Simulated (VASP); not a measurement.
Write the native input for VASP 6.6.1 that does the following.

| Quantity | Value |
| --- | --- |
| Task | single point |
| Functional | PBE |
| Potentials or basis | VASP PAW PBE potentials, release 64 (La, Au, Ge_d) |
| Cutoff | 520 eV |
| k mesh | 2 × 3 × 2 |
| Occupations | gaussian, width 0.1 eV |
| Spin | no spin polarisation |
| Dipole correction | no |
| Further INCAR settings | ALGO = Normal; EDIFF = 1e-06; NBANDS = 87 |

The structure of La2Ge3Au lies in POSCAR:

```
La2Ge3Au
1.0
    6.6356520000      0.7307440000      0.2115800000
    0.3350600000      6.5286750000      0.1718730000
   -1.1681470000     -0.7344990000      6.6405740000
La Au Ge
4 2 6
Direct
    0.7520519942      0.1659720807      0.4512984449
    0.9424197542      0.6307452038      0.4599121639
    0.4778509695      0.8120212900      0.1283893164
    0.9444344967      0.8824270708      0.0176370539
    0.3797646627      0.2421240267      0.9476566047
    0.3477540352      0.4533380682      0.3099705880
    0.0389510210      0.3112448488      0.1234905532
    0.2232842080      0.9044507925      0.7215038724
    0.4103572149      0.5324578737      0.6833480793
    0.7017773351      0.4166950068      0.9478336256
    0.2487322248      0.1136458889      0.4186644974
    0.5510697413      0.8304211425      0.5631670833
```

These files were run (other wordings do the same):

INCAR

```
SYSTEM = La2Ge3Au
ALGO = Normal ; EDIFF = 1E-6
ENCUT = 520 ; GGA = PE
ISIF = 2 ; ISMEAR = 0
LASPH = .TRUE. ; LCHARG = .TRUE.
LELF = .TRUE. ; LREAL = .FALSE.
LVHAR = .TRUE. ; LWAVE = .FALSE.
NBANDS = 87 ; NELM = 60
PREC = Accurate ; SIGMA = 0.1
```

KPOINTS

```
k-points
0
G
  2 3 2
  0 0 0
```

Potentials or basis: VASP PAW PBE potentials, release 64 (La, Au, Ge_d).

The run is started by

```bash
$ cat potpaw_PBE.64/La/POTCAR potpaw_PBE.64/Au/POTCAR potpaw_PBE.64/Ge_d/POTCAR > POTCAR
$ mpirun -np 1 vasp_std > vasp.out
```

It gave:

```json
{
  "Pressure": "7.7 GPa",
  "Largest force": "1.478 eV/Å",
  "Band gap on the k mesh": "0.04 eV (least direct gap 0.11 eV)"
}
```

Caveat: the k points lie up to 0.48 Å⁻¹ apart; spin-orbit coupling is left out, which moves the levels of the heavy elements.

Run time: 7.6 min on 1 thread of Intel(R) Xeon(R) Platinum 8259CL CPU @ 2.50GHz (Skylake/Cascade Lake) (shared host), peak memory 0.44 GiB.
